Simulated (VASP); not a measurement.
# PbS (I4mm) in VASP: further runs

The runs below take PbS through single point, relaxation of cell and atoms, with PBE.

All numbers are computed with VASP 6.6.1; they aren't measurements. Logs are shortened: lines on timing, memory, paths and dates and some standing lists are left out, and cuts for length are marked.

## (1) The cell of the first run

The structure is tetragonal, space group I4mm (No. 107). Conventional cell: a = 3.562 Å, b = 3.562 Å, c = 6.136 Å, α = 90.00°, β = 90.00°, γ = 90.00°. Within 3.4 Å of Pb (site symmetry 4mm) lie 5 S at 2.55 to 2.57 Å. S (site symmetry 4mm) has 5 Pb at 2.55 to 2.57 Å within 3.4 Å.

## (2) Single point, PBE

The input, INCAR:

```
  ALGO = Normal
  EDIFF = 1E-6
  ENCUT = 520
  GGA = PE
  ISIF = 2
  ISMEAR = 0
  LASPH = T
  LCHARG = F
  LREAL = F
  LWAVE = F
  NBANDS = 17
  NELM = 60
  PREC = Accurate
  SIGMA = 0.1
```

The input, KPOINTS:

```
k-points
0
Gamma
  6 6 6
```

The input, POSCAR:

```
PbS
1.0
   -1.7809642500      1.7809642500      3.0681315500
    1.7809642500     -1.7809642500      3.0681315500
    1.7809642500      1.7809642500     -3.0681315500
Pb S
1 1
Direct
    0.2919075800      0.2919075800      0.0000000000
    0.7080924200      0.7080924200      0.0000000000
```

Potentials or basis: VASP PAW PBE potentials, release 64 (Pb_d, S).

The run is started by

```console
$ cat potpaw_PBE.64/Pb_d/POTCAR potpaw_PBE.64/S/POTCAR > POTCAR
$ mpirun -np 1 vasp_std > vasp.out
```

OUTCAR:

```text
EDIFF = 1E-6
   ENCUT = 520
   GGA = PE
   ISIF = 2
   ISMEAR = 0
   LASPH = T
   LREAL = F
   NELM = 60
   PREC = Accurate

 ion  position               nearest neighbor table
   1  0.292  0.292  0.000-   2 2.55   2 2.57   2 2.57   2 2.57   2 2.57
   2  0.708  0.708  0.000-   1 2.55   1 2.57   1 2.57   1 2.57   1 2.57

  LATTYP: Found a body centered tetragonal cell.
 ALAT       =     3.5619285000
 C/A-ratio  =     1.7227361807

  Lattice vectors:

 A1 = (  -1.7809642500,   1.7809642500,   3.0681315500)
 A2 = (   1.7809642500,  -1.7809642500,   3.0681315500)
 A3 = (   1.7809642500,   1.7809642500,  -3.0681315500)

Analysis of symmetry for initial positions (statically):
=====================================================================
 Subroutine PRICEL returns:
 Original cell was already a primitive cell.

 Routine SETGRP: Setting up the symmetry group for a
 body centered tetragonal supercell.

 Subroutine GETGRP returns: Found  8 space group operations
 (whereof  8 operations were pure point group operations)
 out of a pool of 16 trial point group operations.

The static configuration has the point symmetry C_4v.

Analysis of symmetry for dynamics (positions and initial velocities):
=====================================================================
 Subroutine PRICEL returns:
 Original cell was already a primitive cell.

 Routine SETGRP: Setting up the symmetry group for a
 body centered tetragonal supercell.

 Subroutine GETGRP returns: Found  8 space group operations
 (whereof  8 operations were pure point group operations)
 out of a pool of 16 trial point group operations.

The dynamic configuration has the point symmetry C_4v.

 Subroutine INISYM returns: Found  8 space group operations
 (whereof  8 operations are pure point group operations),
 and found     1 'primitive' translations

----------------------------------------------------------------------------------------

                                     Primitive cell

  volume of cell :      38.9264

  direct lattice vectors                    reciprocal lattice vectors
    -1.780964250  1.780964250  3.068131550     0.000000000  0.280746792  0.162965633
     1.780964250 -1.780964250  3.068131550     0.280746792  0.000000000  0.162965633
     1.780964250  1.780964250 -3.068131550     0.280746792  0.280746792  0.000000000

  length of vectors
     3.969521196  3.969521196  3.969521196     0.324617558  0.324617558  0.397035921

  position of ions in fractional coordinates (direct lattice)
     0.291907580  0.291907580  0.000000000
     0.708092420  0.708092420  0.000000000

  ion indices of the primitive-cell ions
   primitive index   ion index
                 1           1
                 2           2

----------------------------------------------------------------------------------------

 KPOINTS: k-points

Automatic generation of k-mesh.
 Grid dimensions read from file:
 generate k-points for:    6    6    6

 Generating k-lattice:

  Cartesian coordinates                     Fractional coordinates (reciprocal lattice)
     0.000000000  0.046791132  0.027160939     0.166666667  0.000000000 -0.000000000
     0.046791132  0.000000000  0.027160939     0.000000000  0.166666667 -0.000000000
     0.046791132  0.046791132  0.000000000     0.000000000  0.000000000  0.166666667

  Length of vectors
     0.054102926  0.054102926  0.066172653

  Shift w.r.t. Gamma in fractional coordinates (k-lattice)
     0.000000000  0.000000000  0.000000000

 Subroutine IBZKPT returns following result:
 ===========================================

 Found     30 irreducible k-points:

 Following reciprocal coordinates:
            Coordinates               Weight
  0.000000  0.000000  0.000000      1.000000
  0.166667  0.000000  0.000000      8.000000
  0.333333  0.000000  0.000000      8.000000
  0.500000  0.000000  0.000000      4.000000
  0.166667  0.166667 -0.000000      8.000000
  0.333333  0.166667  0.000000     16.000000
[... 16 lines left out ...]
 -0.333333 -0.333333  0.166667      8.000000
 -0.166667 -0.333333  0.166667      8.000000
 [... further k-points ...]
   k-points           NKPTS =     30   k-points in BZ     NKDIM =     30   number of bands    NBANDS=     17
   number of dos      NEDOS =    301   number of ions     NIONS =      2
   total plane-waves  NPLWV =  27000
   dimension x,y,z NGX =    30 NGY =   30 NGZ =   30
   dimension x,y,z NGXF=    60 NGYF=   60 NGZF=   60
   ions per type =               1   1
   NGX,Y,Z   is equivalent  to a cutoff of  12.56, 12.56, 12.56 a.u.
   NGXF,Y,Z  is equivalent  to a cutoff of  25.13, 25.13, 25.13 a.u.
 SYSTEM =  unknown system
   PREC   = accura    normal or accurate (medium, high low for compatibility)
   ISTART =      0    job   : 0-new  1-cont  2-samecut
   ICHARG =      2    charge: 1-file 2-atom 10-const
   ISPIN  =      1    spin polarized calculation?
   LNONCOLLINEAR =      F non collinear calculations
   LSORBIT =      F    spin-orbit coupling
   LASPH  =      T    aspherical Exc in radial PAW
   ENCUT  =  520.0 eV  38.22 Ry    6.18 a.u.   7.38  7.38  7.38*2*pi/ulx,y,z
   NELM   =     60;   NELMIN=  2; NELMDL= -5     # of ELM steps
   EDIFF  = 0.1E-05   stopping-criterion for ELM
   LREAL  =      F    real-space projection
   EDIFFG = 0.1E-04   stopping-criterion for IOM
   NSW    =      0    number of steps for IOM
   IBRION =     -1    ionic relax: 0-MD 1-quasi-New 2-CG
   NFREE  =      0    steps in history (QN), initial steepest desc. (CG)
   ISIF   =      2    stress and relaxation
   ISYM   =      2    0-nonsym 1-usesym 2-fastsym
   POTIM  = 0.5000    time-step for ionic-motion
   TEBEG  =    0.0;   TEEND  =   0.0 temperature during run
   PSTRESS=    0.0 pullay stress
   NELECT =      20.0000    total number of electrons
   NUPDOWN=      -1.0000    fix difference up-down
   EMIN   =  10.00;   EMAX   =-10.00  energy-range for DOS
   EFERMI =   0.00;   METHOD = LEGACY
   ISMEAR =     0;   SIGMA  =   0.10  broadening in eV -4-tet -1-fermi 0-gaus
   EFERMI_NEDOS =   21; number of points for ismear=-14 and -15
   IALGO  =     38    algorithm
   IMIX   =      4    mixing-type and parameters
     AMIX     =   0.40;   BMIX     =  1.00
     AMIX_MAG =   1.60;   BMIX_MAG =  1.00
  volume/ion in A,a.u.               =      19.46       131.34
  Fermi-wavevector in a.u.,A,eV,Ry     =   1.311203  2.477815 23.391873  1.719254
  Thomas-Fermi vector in A             =   2.441681
   LORBIT       =      0    0 simple, 1 ext, 2 COOP (PROOUT), +10 PAW based schemes
   GGA     = PE    functional components
   LHFCALC =     F    Hartree Fock is set to
   AEXX    =    0.0000 exact exchange contribution
   IVDW    =     0    specifies the selected vdW correction
   LEPSILON=     F    determine dielectric tensor
   LRPA    =     F    only Hartree local field effects (RPA)
 non-spin polarized calculation
 Gauss-broadening in eV      SIGMA  =   0.10
  energy-cutoff  :      520.00
  volume of cell :       38.93
 maximum number of plane-waves:      1064
 NGX is ok and might be reduce to    30
   NGX = 15   NGY = 15   NGZ = 15

 number of electron      19.9999999 magnetization

 Free energy of the ion-electron system (eV)
  ---------------------------------------------------
  ext. energy  EPLUGINS =         0.00000000
  ---------------------------------------------------
  free energy    TOTEN  =        -6.66966669 eV

  energy without entropy =       -6.66966518  energy(sigma->0) =       -6.66966593

 E-fermi :  10.5945     XC(G=0): -11.0764

 val. band max:       10.3126623632   @ k =  -0.1667   0.3333   0.1667
 cond. band min:      10.8878003540   @ k =   0.5000   0.1667   0.0000
 fundamental gap:      0.5751379908
 Fermi energy:        10.5945180893

 k-point     1 :       0.0000    0.0000    0.0000
  band No.  band energies     occupation
      1      -7.6381      2.00000
      2      -7.5023      2.00000
      3      -7.3597      2.00000
      4      -7.3597      2.00000
      5      -7.3553      2.00000
      6      -6.6962      2.00000
[... 9 lines left out ...]
     16      18.3663      0.00000
     17      19.8793      0.00000

 k-point     2 :       0.1667    0.0000    0.0000
  band No.  band energies     occupation
      1      -7.6197      2.00000
      2      -7.4628      2.00000
      3      -7.4027      2.00000
      4      -7.3838      2.00000
      5      -7.3339      2.00000
      6      -6.3235      2.00000
[... 9 lines left out ...]
     16      18.3420      0.00000
     17      18.8981      0.00000

 k-point     3 :       0.3333    0.0000    0.0000
  band No.  band energies     occupation
      1      -7.6312      2.00000
      2      -7.4854      2.00000
      3      -7.4646      2.00000
      4      -7.3007      2.00000
      5      -7.2923      2.00000
      6      -5.3141      2.00000
[... 9 lines left out ...]
     16      19.2910      0.00000
     17      21.6300      0.00000

 k-point     4 :       0.5000    0.0000    0.0000
  band No.  band energies     occupation
      1      -7.6477      2.00000
      2      -7.5260      2.00000
      3      -7.4763      2.00000
      4      -7.2714      2.00000
      5      -7.2378      2.00000
      6      -4.4789      2.00000
[... 9 lines left out ...]
     16      20.3268      0.00000
     17      22.6389      0.00000
[... 343 lines left out ...]
      1      -7.7634      2.00000
      2      -7.4770      2.00000
      3      -7.4404      2.00000
      4      -7.3083      2.00000
      5      -7.2626      2.00000
      6      -4.4771      2.00000
[... 9 lines left out ...]
     16      20.1315      0.00000
     17      21.1410      0.00000

 k-point    23 :      -0.3333   -0.3333    0.1667
  band No.  band energies     occupation
      1      -7.8826      2.00000
      2      -7.4482      2.00000
      3      -7.4332      2.00000
      4      -7.3113      2.00000
      5      -7.2801      2.00000
      6      -4.6767      2.00000
[... 9 lines left out ...]
     16      21.3187      0.00000
     17      21.5073      0.00000

 k-point    24 :      -0.1667   -0.3333    0.1667
  band No.  band energies     occupation
      1      -7.8375      2.00000
      2      -7.4840      2.00000
      3      -7.3932      2.00000
      4      -7.3270      2.00000
      5      -7.2860      2.00000
      6      -5.4806      2.00000
[... 9 lines left out ...]
     16      19.6672      0.00000
     17      22.8681      0.00000

 [... further k-points ...]
[... 5 lines left out ...]
  --------------------------------------------------------------------------------------
  -------------------------------------------------------------------------------------
  Total       13.3049700     13.3049700      6.2520582      0.0000000      0.0000000      0.0000000
  in kB      547.6210229    547.6210229    257.3292898      0.0000000      0.0000000      0.0000000
  external PRESSURE =     450.8571119 kB  Pullay stress =       0.0000000 kB

 VOLUME and BASIS-vectors are now :
 -----------------------------------------------------------------------------
  energy-cutoff  :      520.00
  volume of cell :       38.93
      direct lattice vectors                 reciprocal lattice vectors
    -1.780964250  1.780964250  3.068131550     0.000000000  0.280746792  0.162965633
     1.780964250 -1.780964250  3.068131550     0.280746792  0.000000000  0.162965633
     1.780964250  1.780964250 -3.068131550     0.280746792  0.280746792  0.000000000

 POSITION                                       TOTAL-FORCE (eV/Angst)
 -----------------------------------------------------------------------------------
      0.00000      0.00000      1.79122         0.000000      0.000000     -0.160733
      0.00000      0.00000      4.34504        -0.000000     -0.000000      0.160733
 -----------------------------------------------------------------------------------
    total drift:                                0.000000      0.000000      0.000130

  FREE ENERGIE OF THE ION-ELECTRON SYSTEM (eV)
  ---------------------------------------------------
  free  energy   TOTEN  =        -6.6696666896 eV

  energy  without entropy=       -6.6696651802  energy(sigma->0) =       -6.66966593
```

Wall time 13 s (1 thread of AMD EPYC 9R45 (Zen 5), shared host); peak memory 0.14 GiB.

Results:

```
Free energy            : -6.6697 eV
Pressure               : 45.1 GPa
Largest force          : 0.161 eV/Å
Band gap on the k mesh : 0.58 eV, indirect (least direct gap 1.18 eV)
```

Forces on the atoms (eV/Å):
```
Pb   0.000  0.000 -0.161
S    0.000  0.000  0.161
```

Caveat: spin-orbit coupling is left out, which moves the levels of the heavy elements. A k mesh can miss the band edges.

## (3) Relaxation of cell and atoms, PBE

The input, INCAR:

```
ALGO     = Normal         # electronic algorithm
EDIFF    = 1E-7           # SCF threshold, eV
EDIFFG   = -0.04          # ionic threshold
ENCUT    = 600            # plane-wave cutoff, eV
GGA      = PE             # functional
IBRION   = 2              # ionic algorithm
ISIF     = 3              # what is computed and relaxed
ISMEAR   = 0              # smearing method
LASPH    = True           # aspherical terms in the spheres
LCHARG   = False          # write CHGCAR
LREAL    = False          # projectors in reciprocal space
LWAVE    = False          # write WAVECAR
NELM     = 100            # most SCF steps
NSW      = 90             # ionic steps
PREC     = Accurate       # precision mode
SIGMA    = 0.1            # smearing width, eV
```

KPOINTS is that of step 2.

POSCAR is that of step 2.

Potentials or basis: VASP PAW PBE potentials, release 64 (Pb_d, S).

The run is started by

```console
$ cat potpaw_PBE.64/Pb_d/POTCAR potpaw_PBE.64/S/POTCAR > POTCAR
$ mpirun -np 1 vasp_std > vasp.out
```

Run time: 2.2 min. Hardware: 1 thread of AMD EPYC 9R45 (Zen 5), shared host; peak memory 0.17 GiB.

It converged, with:

```yaml
Free_energy: -8.7640 eV
Relaxed_volume: 27.21 Å³/atom
Relaxed_cell: a = 4.262 Å, b = 4.262 Å, c = 4.262 Å, α = 120.36°, β = 120.36°, γ = 89.37°
Space_group_after_relaxing_to_0.05_Å: I4mm (No. 107)
Energy_gained_by_relaxing: 1047.0 meV/atom
Ionic_steps: 15
Pressure_after_relaxing: 0.1 GPa
Largest_force_after_relaxing: 0.028 eV/Å
Band_gap_on_the_k_mesh: 0.69 eV, direct
```

Forces on the atoms (eV/Å):
```
Pb   0.000  0.000 -0.028
S    0.000  0.000  0.028
```

Stress tensor (GPa, compression positive):
```
 0.17  0.00  0.00
 0.00  0.17  0.00
 0.00  0.00 -0.15
```

Step by step:
```
step  energy change (eV)  largest force (eV/Å)  pressure (GPa)  volume (Å³)
   1              0.0000                0.1607           45.15        38.93
   2             -1.3892                0.4523           -7.56        78.24
   3             -2.0300                0.1316           -0.22        57.85
   4             -2.0295                0.1196           -0.57        58.28
   5             -2.0360                0.1739           -0.46        57.98
   6             -2.0456                0.3450           -0.06        57.13
   7             -2.0510                0.3170           -0.08        56.93
   8             -2.0650                0.2469           -0.09        56.35
   9             -2.0838                0.1555            0.08        55.18
  10             -2.0708                0.0619            1.70        52.80
  11             -2.0878                0.1389            0.38        54.48
  12             -2.0883                0.1231            0.57        54.09
  13             -2.0928                0.0073           -0.51        55.04
  14             -2.0935                0.0334           -0.24        54.77
  15             -2.0939                0.0284            0.06        54.42
```

Final structure:
```yaml
crystal:
  lattice:
    - [-2.11911, 2.11911, 3.02982]
    - [2.11911, -2.11911, 3.02982]
    - [2.11911, 2.11911, -3.02982]
  atoms:
    - { symbol: Pb, position: [0.26297, 0.26297, 0.00000] }
    - { symbol: S, position: [0.73703, 0.73703, 0.00000] }
```

Levels at points of the mesh, in eV from the valence-band top:
```
           k point  band 6  band 7  band 8  band 9  band 10  band 11  band 12  band 13  band 14
(0.00, 0.00, 0.00)  -13.13   -5.97   -1.86   -1.86    -1.83     5.09     5.12     5.12     7.15
(0.50, 0.00, 0.00)  -11.99   -8.47   -1.59   -1.49     0.00     0.69     2.23     2.26     8.67
(0.50, 0.50, 0.00)  -11.62   -7.03   -4.73   -3.09    -3.00     3.92     5.59     5.59     5.97
(0.50, 0.50, 0.50)  -11.64   -7.12   -4.57   -3.04    -3.04     4.20     5.51     5.70     5.70
```

Caveat: the volume moved by over 15 % at a fixed basis, so the end points are rough; spin-orbit coupling is left out, which moves the levels of the heavy elements.

## (4) Single point, PBE (volume scaled by 1.03, then relaxed in part)

The input, INCAR:

```
PREC     = Accurate       # precision mode
ENCUT    = 520            # plane-wave cutoff, eV
EDIFF    = 1E-6           # SCF threshold, eV
ISMEAR   = 0              # smearing method
SIGMA    = 0.02           # smearing width, eV
LREAL    = False          # projectors in reciprocal space
LASPH    = True           # aspherical terms in the spheres
NELM     = 100            # most SCF steps
ALGO     = Normal         # electronic algorithm
ISIF     = 2              # what is computed and relaxed
LWAVE    = False          # write WAVECAR
LCHARG   = True           # write CHGCAR
GGA      = PE             # functional
LELF     = True           # ELF
LVHAR    = True         
NBANDS   = 17             # bands
```

The input, KPOINTS:

```
regular mesh
0
Gamma
  12 12 12
```

The input, POSCAR:

```
PbS
1.0
   -2.1412389190      2.1412389190      3.0474595555
    2.1412389190     -2.1412389190      3.0474595555
    2.1412389190      2.1412389190     -3.0474595555
Pb S
1 1
Direct
    0.2605737655      0.2605737655      0.0000000000
    0.7394262345      0.7394262345      0.0000000000
```

The run is started by

```console
$ cat potpaw_PBE.64/Pb_d/POTCAR potpaw_PBE.64/S/POTCAR > POTCAR
$ mpirun -np 1 vasp_std > vasp.out
```

Run time: 75 s. Hardware: 1 thread of AMD EPYC 9R45 (Zen 5), shared host; peak memory 0.25 GiB.

It converged, with:

```
Free energy            : -8.7618 eV
Pressure               : -1.3 GPa
Band gap on the k mesh : 0.70 eV, direct
```

Stress tensor (GPa, compression positive):
```
-1.31  0.00  0.00
 0.00 -1.31  0.00
 0.00  0.00 -1.41
```

Levels at points of the mesh, in eV from the valence-band top:
```
           k point  band 7  band 8  band 9  band 10  band 11  band 12  band 13  band 14
(0.00, 0.00, 0.00)   -6.03   -1.74   -1.74    -1.73     5.05     5.06     5.06     6.98
(0.50, 0.00, 0.00)   -8.35   -1.45   -1.39     0.00     0.70     2.24     2.27     8.65
(0.50, 0.50, 0.00)   -7.01   -4.52   -2.92    -2.87     4.08     5.47     5.51     5.76
(0.50, 0.50, 0.50)   -7.06   -4.43   -2.89    -2.89     4.28     5.43     5.56     5.56
```

Caveat: the cell differs from its parent crystal (volume scaled by 1.03, then relaxed in part); spin-orbit coupling is left out, which moves the levels of the heavy elements.

## (5) Overview

| task | cell | k mesh | cutoff (eV) | smearing | gap on the mesh (eV) | pressure (GPa) | largest force (eV/Å) |
| --- | --- | --- | --- | --- | --- | --- | --- |
| single point | a = 3.970 Å, angles 126.7, 126.7, 78.8°, 2 atoms | 6 × 6 × 6 | 520 | gaussian 0.1 eV | 0.58 | 45.1 | 0.16 |
| relaxation of cell and atoms | relaxed from a = 3.970 Å, angles 126.7, 126.7, 78.8°, 2 atoms | 6 × 6 × 6 | 600 | gaussian 0.1 eV | 0.69 | 0.1 | 0.03 |
| single point | a = 4.296 Å, angles 120.2, 120.2, 89.6°, 2 atoms | 12 × 12 × 12 | 520 | gaussian 0.02 eV | 0.70 | -1.3 | - |

Alike in all rows: level PBE; potentials or basis VASP PAW PBE potentials, release 64 (Pb_d, S); no spin polarisation.

Caveats: spin-orbit coupling is left out, which moves the levels of the heavy elements; the volume moved by over 15 % at a fixed basis, so the end points are rough (some runs).

Absolute energies hang on the potentials; compare differences alone.
